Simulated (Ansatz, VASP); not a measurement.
**Two plane-wave programs on HfO2**

```xyz
3
Lattice="0.0000 2.5053 2.5053 2.5053 0.0000 2.5053 2.5053 2.5053 0.0000" Properties=species:S:1:pos:R:3 pbc="T T T"
Hf    0.0000    0.0000    0.0000
O     1.2526    1.2526    1.2526
O     3.7579    3.7579    3.7579
```

Change from the starting cell: volume scaled by 0.94, ions relaxed.

Alike in both runs: task relaxation of the atoms; functional PBE; k mesh 10 × 10 × 10; occupations fermi-dirac, width 0.02 eV; no spin polarisation.

|  | VASP | Ansatz |
| --- | --- | --- |
| version | VASP 6.6.1 | Ansatz 0.2.0 |
| potentials or method | VASP PAW PBE potentials, release 64 (Hf_pv, O) | plane-wave PAW, scalar-relativistic |
| plane-wave cutoff (eV) | 520 | 420 |
| valence electrons in the cell | 22 | 38 |

|  | VASP | Ansatz | Ansatz less VASP |
| --- | --- | --- | --- |
| gap on the k mesh at the Fermi level, each at its own relaxed structure (eV) | 3.90 | 3.87 | -0.024 |

VASP's potentials hold 22 valence electrons a cell and Ansatz's 38, so a difference there can come from the potentials and not from the codes. Ansatz's warnings: stress scf threshold loose.

Neither program's run includes spin-orbit coupling. Noted on VASP's run: the relaxation stopped at its first step, so nothing moved.
